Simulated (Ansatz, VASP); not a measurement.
## HfPb3I3 in VASP and in Ansatz

Contents of INCAR:

```
  PREC = Accurate
  ENCUT = 520
  EDIFF = 1E-6
  ISMEAR = 0
  SIGMA = 0.1
  LREAL = False
  LASPH = True
  NELM = 80
  ALGO = Normal
  ISIF = 2
  LWAVE = False
  LCHARG = False
  GGA = PE
  NBANDS = 46
```

Contents of KPOINTS:

```
regular mesh
0
Gamma
  4 4 4
```

File POSCAR:

```
HfPb3I3
1.0
    6.3927286300      0.0000000000      0.0000000000
    0.0000000000      6.3927286300      0.0000000000
    0.0000000000      0.0000000000      6.3927286300
Hf Pb I
1 3 3
Direct
    0.0000000000      0.0000000000      0.0000000000
    0.0000000000      0.5000000000      0.5000000000
    0.5000000000      0.0000000000      0.5000000000
    0.5000000000      0.5000000000      0.0000000000
    0.5000000000      0.0000000000      0.0000000000
    0.0000000000      0.5000000000      0.0000000000
    0.0000000000      0.0000000000      0.5000000000
```

Input for Ansatz:

```yaml
crystal:
  lattice:
    - [6.39272863, 0.0, 0.0]
    - [0.0, 6.39272863, 0.0]
    - [0.0, 0.0, 6.39272863]
  atoms:
    - { symbol: Hf, position: [0.0, 0.0, 0.0] }
    - { symbol: Pb, position: [0.0, 0.5, 0.5] }
    - { symbol: Pb, position: [0.5, 0.0, 0.5] }
    - { symbol: Pb, position: [0.5, 0.5, 0.0] }
    - { symbol: I, position: [0.5, 0.0, 0.0] }
    - { symbol: I, position: [0.0, 0.5, 0.0] }
    - { symbol: I, position: [0.0, 0.0, 0.5] }
basis:
  ecutwfc: 420
kpoints:
  mp_grid: { grid: [4, 4, 4] }
hamiltonian:
  xc: pbe
scf:
  occupations: { method: gaussian, width: 0.1 }
  lower_state_search: "off"
output:
  forces: true
  stress: true
  eigenvalues: true
```

Change from the starting cell: species swapped into the Ca3AsBr3 type (Pm-3m, No. 221).

Alike in both runs: task single point; functional PBE; k mesh 4 × 4 × 4; occupations gaussian, width 0.1 eV; no spin polarisation.

```csv
,VASP,Ansatz
version,VASP 6.6.1,Ansatz 0.2.0
potentials or method,"VASP PAW PBE potentials, release 64 (Hf_pv, Pb_d, I), cutoff 520 eV","scalar-relativistic, plane waves, PAW"
valence electrons in the cell,73,119
```

```csv
,VASP,Ansatz,Ansatz less VASP
gap on the k mesh at the Fermi level (eV),none,none,-
pressure (GPa),0.8,0.9,+0.09
```

A gap of «none» marks a metal or a gap that the smearing closes. VASP's potentials hold 73 valence electrons a cell and Ansatz's 119, so a difference there can come from the potentials and not from the codes.

Spin-orbit coupling is off throughout.
